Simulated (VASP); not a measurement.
# Ca4Pt (Pm-3m) in VASP: notebook

Ca4Pt is run at these levels: PBE; tasks: single point, relaxation of cell and atoms.

Everything below comes from runs of VASP 6.6.1. Logs are shortened: lines on timing, memory, paths and dates and some standing lists are left out, and cuts for length are marked.

### 1 The cell of the first run

The structure is cubic, space group Pm-3m (No. 221). The conventional cell has a = 4.903 Å, b = 4.903 Å, c = 4.903 Å, α = 90.00°, β = 90.00°, γ = 90.00°. Within 3.2 Å of Ca (site symmetry 4/mmm) lie 2 Pt at 2.45 Å. Within 4.6 Å of Ca (site symmetry m-3m) lie 12 Ca at 3.47 Å and 8 Pt at 4.25 Å. Within 3.2 Å of Pt (site symmetry m-3m) lie 6 Ca at 2.45 Å.

The cell was generated, and may not be a known phase.

### 2 Single point, PBE

File INCAR:

```
SYSTEM = Ca4Pt
ALGO     = Normal         ! electronic algorithm
EDIFF    = 1E-6           ! SCF threshold, eV
ENCUT    = 520            ! plane-wave cutoff, eV
GGA      = PE             ! functional
ISIF     = 2              ! what is computed and relaxed
ISMEAR   = 0              ! smearing method
LASPH    = .True.         ! aspherical terms in the spheres
LCHARG   = .True.         ! write CHGCAR
LELF     = .True.         ! ELF
LREAL    = .False.        ! projectors in reciprocal space
LVHAR    = .True.       
LWAVE    = .False.        ! write WAVECAR
NBANDS   = 33             ! bands
NELM     = 60             ! most SCF steps
PREC     = Accurate       ! precision mode
SIGMA    = 0.1            ! smearing width, eV
```

File KPOINTS:

```
k-points
0
Gamma
  4 4 4
  0 0 0
```

File POSCAR:

```
Ca4Pt
1.0
    4.9029828900      0.0000000000      0.0000000000
    0.0000000000      4.9029828900      0.0000000000
    0.0000000000      0.0000000000      4.9029828900
Ca Pt
4 1
Direct
    0.0000000000      0.5000000000      0.5000000000
    0.5000000000      0.0000000000      0.5000000000
    0.5000000000      0.5000000000      0.0000000000
    0.0000000000      0.0000000000      0.0000000000
    0.5000000000      0.5000000000      0.5000000000
```

Potentials or basis: VASP PAW PBE potentials, release 64 (Ca_sv, Pt).

Command:

```sh
> cat potpaw_PBE.64/Ca_sv/POTCAR potpaw_PBE.64/Pt/POTCAR > POTCAR
> mpirun -np 1 vasp_std > vasp.out
```

OUTCAR:

```text
SYSTEM = Ca4Pt
   EDIFF = 1E-6
   ENCUT = 520
   GGA = PE
   ISIF = 2
   ISMEAR = 0
   LASPH = .True.
   LREAL = .False.
   NELM = 60
   PREC = Accurate

 ion  position               nearest neighbor table
   1  0.000  0.500  0.500-   5 2.45   5 2.45
   2  0.500  0.000  0.500-   5 2.45   5 2.45
   3  0.500  0.500  0.000-   5 2.45   5 2.45
   4  0.000  0.000  0.000-
   5  0.500  0.500  0.500-   1 2.45   2 2.45   3 2.45   3 2.45   2 2.45   1 2.45

  LATTYP: Found a simple cubic cell.
 ALAT       =     4.9029828900

  Lattice vectors:

 A1 = (   4.9029828900,   0.0000000000,   0.0000000000)
 A2 = (   0.0000000000,   4.9029828900,   0.0000000000)
 A3 = (   0.0000000000,   0.0000000000,   4.9029828900)

Analysis of symmetry for initial positions (statically):
=====================================================================
 Subroutine PRICEL returns:
 Original cell was already a primitive cell.

 Routine SETGRP: Setting up the symmetry group for a
 simple cubic supercell.

 Subroutine GETGRP returns: Found 48 space group operations
 (whereof 48 operations were pure point group operations)
 out of a pool of 48 trial point group operations.

The static configuration has the point symmetry O_h .

Analysis of symmetry for dynamics (positions and initial velocities):
=====================================================================
 Subroutine PRICEL returns:
 Original cell was already a primitive cell.

 Routine SETGRP: Setting up the symmetry group for a
 simple cubic supercell.

 Subroutine GETGRP returns: Found 48 space group operations
 (whereof 48 operations were pure point group operations)
 out of a pool of 48 trial point group operations.

The dynamic configuration has the point symmetry O_h .

 Subroutine INISYM returns: Found 48 space group operations
 (whereof 48 operations are pure point group operations),
 and found     1 'primitive' translations

----------------------------------------------------------------------------------------

                                     Primitive cell

  volume of cell :     117.8640

  direct lattice vectors                    reciprocal lattice vectors
     4.902982890  0.000000000  0.000000000     0.203957473  0.000000000  0.000000000
     0.000000000  4.902982890  0.000000000     0.000000000  0.203957473  0.000000000
[... 74 lines left out ...]
   ENCUT  =  520.0 eV  38.22 Ry    6.18 a.u.   9.12  9.12  9.12*2*pi/ulx,y,z
   NELM   =     60;   NELMIN=  2; NELMDL= -5     # of ELM steps
   EDIFF  = 0.1E-05   stopping-criterion for ELM
   LREAL  =      F    real-space projection
   EDIFFG = 0.1E-04   stopping-criterion for IOM
   NSW    =      0    number of steps for IOM
   IBRION =     -1    ionic relax: 0-MD 1-quasi-New 2-CG
   NFREE  =      0    steps in history (QN), initial steepest desc. (CG)
   ISIF   =      2    stress and relaxation
   ISYM   =      2    0-nonsym 1-usesym 2-fastsym
   POTIM  = 0.5000    time-step for ionic-motion
   TEBEG  =    0.0;   TEEND  =   0.0 temperature during run
   PSTRESS=    0.0 pullay stress
   NELECT =      50.0000    total number of electrons
   NUPDOWN=      -1.0000    fix difference up-down
   EMIN   =  10.00;   EMAX   =-10.00  energy-range for DOS
   EFERMI =   0.00;   METHOD = LEGACY
   ISMEAR =     0;   SIGMA  =   0.10  broadening in eV -4-tet -1-fermi 0-gaus
   EFERMI_NEDOS =   21; number of points for ismear=-14 and -15
   IALGO  =     38    algorithm
   IMIX   =      4    mixing-type and parameters
     AMIX     =   0.40;   BMIX     =  1.00
     AMIX_MAG =   1.60;   BMIX_MAG =  1.00
  volume/ion in A,a.u.               =      23.57       159.08
  Fermi-wavevector in a.u.,A,eV,Ry     =   1.230093  2.324538 20.587352  1.513128
  Thomas-Fermi vector in A             =   2.364954
   LORBIT       =      0    0 simple, 1 ext, 2 COOP (PROOUT), +10 PAW based schemes
   GGA     = PE    functional components
   LHFCALC =     F    Hartree Fock is set to
   AEXX    =    0.0000 exact exchange contribution
   IVDW    =     0    specifies the selected vdW correction
   LEPSILON=     F    determine dielectric tensor
   LRPA    =     F    only Hartree local field effects (RPA)
 non-spin polarized calculation
 Gauss-broadening in eV      SIGMA  =   0.10
  energy-cutoff  :      520.00
  volume of cell :      117.86
 maximum number of plane-waves:      3196
   NGX = 19   NGY = 19   NGZ = 19

 number of electron      50.0000018 magnetization

 Free energy of the ion-electron system (eV)
  ---------------------------------------------------
  ext. energy  EPLUGINS =         0.00000000
  ---------------------------------------------------
  free energy    TOTEN  =       -11.82586308 eV

  energy without entropy =      -11.80713034  energy(sigma->0) =      -11.81649671

 E-fermi :   5.1922     XC(G=0):  -9.8306

 val. band max:        5.1529421379   @ k =   0.5000   0.0000   0.0000
 cond. band min:       5.2309069142   @ k =   0.5000   0.2500   0.2500
 fundamental gap:      0.0779647763
 Fermi energy:         5.1921556756

 k-point     1 :       0.0000    0.0000    0.0000
  band No.  band energies     occupation
      1     -36.4221      2.00000
      2     -35.2300      2.00000
      3     -35.1581      2.00000
      4     -35.1581      2.00000
      5     -17.4920      2.00000
      6     -17.4920      2.00000
[... 349 lines left out ...]
     32       7.4939      0.00000
     33       7.8042      0.00000

------------------------ aborting loop because EDIFF is reached ----------------------------------------

  FORCE on cell =-STRESS in cart. coord.  units (eV):
  Direction    XX          YY          ZZ          XY          YZ          ZX
  --------------------------------------------------------------------------------------
  -------------------------------------------------------------------------------------
  Total       21.8774693     21.8774693     21.8774693     -0.0000000     -0.0000000     -0.0000000
  in kB      297.3901169    297.3901169    297.3901169     -0.0000000     -0.0000000     -0.0000000
  external PRESSURE =     297.3901169 kB  Pullay stress =       0.0000000 kB

 VOLUME and BASIS-vectors are now :
 -----------------------------------------------------------------------------
  energy-cutoff  :      520.00
  volume of cell :      117.86
      direct lattice vectors                 reciprocal lattice vectors
     4.902982890  0.000000000  0.000000000     0.203957473  0.000000000  0.000000000
     0.000000000  4.902982890  0.000000000     0.000000000  0.203957473  0.000000000
     0.000000000  0.000000000  4.902982890     0.000000000  0.000000000  0.203957473

 POSITION                                       TOTAL-FORCE (eV/Angst)
 -----------------------------------------------------------------------------------
      0.00000      2.45149      2.45149         0.000000      0.000000      0.000000
      2.45149      0.00000      2.45149         0.000000      0.000000      0.000000
      2.45149      2.45149      0.00000         0.000000      0.000000      0.000000
      0.00000      0.00000      0.00000         0.000000      0.000000      0.000000
      2.45149      2.45149      2.45149         0.000000      0.000000      0.000000
 -----------------------------------------------------------------------------------
    total drift:                                0.000000      0.000000      0.000000

  FREE ENERGIE OF THE ION-ELECTRON SYSTEM (eV)
  ---------------------------------------------------
  free  energy   TOTEN  =       -11.8258630830 eV

  energy  without entropy=      -11.8071303408  energy(sigma->0) =      -11.81649671
```

OSZICAR:

```text
N       E                     dE             d eps       ncg     rms          rms(c)
DAV:   1     0.524081327653E+03    0.52408E+03   -0.25156E+04   660   0.150E+03
DAV:   2     0.226787985667E+02   -0.50140E+03   -0.48923E+03   679   0.439E+02
DAV:   3    -0.103237246842E+02   -0.33003E+02   -0.32377E+02  1078   0.901E+01
DAV:   4    -0.127587058536E+02   -0.24350E+01   -0.24278E+01   999   0.195E+01
DAV:   5    -0.128753075529E+02   -0.11660E+00   -0.11658E+00  1008   0.397E+00    0.803E+00
DAV:   6    -0.120173314182E+02    0.85798E+00   -0.11147E+00   814   0.699E+00    0.407E+00
DAV:   7    -0.118294683781E+02    0.18786E+00   -0.52202E-01   888   0.358E+00    0.111E+00
DAV:   8    -0.118258053217E+02    0.36631E-02   -0.90784E-02   837   0.167E+00    0.269E-01
DAV:   9    -0.118258171067E+02   -0.11785E-04   -0.64329E-03   991   0.421E-01    0.113E-01
DAV:  10    -0.118258464699E+02   -0.29363E-04   -0.15829E-03   879   0.256E-01    0.613E-02
DAV:  11    -0.118258775293E+02   -0.31059E-04   -0.12899E-04   936   0.597E-02    0.271E-02
DAV:  12    -0.118258622238E+02    0.15305E-04   -0.58349E-05   855   0.475E-02    0.626E-03
DAV:  13    -0.118258631726E+02   -0.94879E-06   -0.10198E-05   968   0.144E-02    0.546E-03
DAV:  14    -0.118258630830E+02    0.89636E-07   -0.55522E-07   518   0.589E-03
   1 F= -.11825863E+02 E0= -.11816497E+02  d E =-.187327E-01
```

stdout:

```text
POSCAR found type information on POSCAR CaPt
 POSCAR found :  2 types and       5 ions
 scaLAPACK will be used
 LDA part: xc-table for (Slater+PW92), standard interpolation
 POSCAR, INCAR and KPOINTS ok, starting setup
 FFT: planning ... GRIDC
 FFT: planning ... GRID_SOFT
 FFT: planning ... GRID
 WAVECAR not read
 entering main loop
```

Run time: 32 s. Hardware: 1 thread of Intel Xeon 6975P-C (Granite Rapids), shared host; peak memory 0.21 GiB.

What came out:

- Free energy: -11.8259 eV
- Pressure: 29.7 GPa
- Band gap on the k mesh: zero (bands 25 and 26 overlap by 1.17 eV)

Caveat: the cell stands under pressure; spin-orbit coupling is left out, which moves the levels of the heavy elements.

(Continued in part 2 of 2.)

The gap in the log of VASP goes by the Fermi energy; the results here count the filled bands.